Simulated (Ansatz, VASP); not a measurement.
# One calculation of Hf4Br, two programs

```
CELL_PARAMETERS angstrom
0.00000 4.19741 4.19741
4.19741 0.00000 4.19741
4.19741 4.19741 0.00000
ATOMIC_POSITIONS crystal
Hf 0.62623 0.12130 0.62623
Hf 0.62623 0.62623 0.62623
Hf 0.12130 0.62623 0.62623
Hf 0.62623 0.62623 0.12130
Br 0.25000 0.25000 0.25000
```

Alike in both runs: functional PBE; k mesh 8 × 8 × 8; occupations gaussian, width 0.1 eV; no spin polarisation.

Ansatz relaxed the structure, and its values are those at the end. VASP's run is a single point on that final structure, the one shown.

|  | VASP | Ansatz |
| --- | --- | --- |
| version | VASP 6.6.1 | Ansatz 0.2.0 |
| potentials or method | VASP PAW PBE potentials, release 64 (Hf_pv, Br), cutoff 520 eV | scalar-relativistic, plane waves, PAW |
| valence electrons in the cell | 47 | 111 |

Ansatz gave:

* gap on the k mesh at the Fermi level (eV): none
* pressure (GPa): 0.0
* rms of the force components (eV/Å): 0.001

Problem. Estimate VASP's values.

Solution. gap on the k mesh at the Fermi level (eV): none; pressure (GPa): -0.2; rms of the force components (eV/Å): 0.007.

A gap of «none» marks a metal or a gap that the smearing closes. VASP's potentials hold 47 valence electrons a cell and Ansatz's 111, so a difference there can come from the potentials and not from the codes.

Spin-orbit coupling is off throughout.
